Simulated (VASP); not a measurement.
# AlNi3: single point with PBEsol

AlNi3:

```
Ni Al
1.0
     0.00000    2.80189    2.80189
     2.80189    0.00000    2.80189
     2.80189    2.80189    0.00000
Ni Al
3 1
Direct
  0.75000 0.75000 0.75000
  0.00000 0.00000 0.00000
  0.25000 0.25000 0.25000
  0.50000 0.50000 0.50000
```

```json
{
 "Program": "VASP 6.6.1",
 "Task": "single point",
 "Functional": "PBEsol",
 "Potentials or basis": "VASP PAW PBE potentials, release 64 (Ni, Al)",
 "Cutoff": "520 eV",
 "k mesh": "7 × 7 × 7",
 "Occupations": "fermi-dirac, width 0.05 eV",
 "Spin": "collinear spin, ferromagnetic start",
 "Starting moments": "[1.26667, 1.26667, 1.26667, 0.0] μB",
 "Fixed moment": "3.8 μB"
}
```

```
Pressure                                              : 9.9 GPa
Net moment                                            : 3.80 μB per cell
Site moments                                          : Ni +1.10, +1.21; Al +0.09 μB
Valence electrons inside the program's atomic spheres : Ni 9.42, 9.35; Al 0.84
```

It took 34 s on 1 thread of Intel(R) Xeon(R) 6975P-C (Granite Rapids), on a shared host, peak memory 0.2 GiB.

Caveat: the PAW data sets were made with another functional, which shifts forces and pressure a little; the total moment is fixed, so each spin has its own Fermi level.
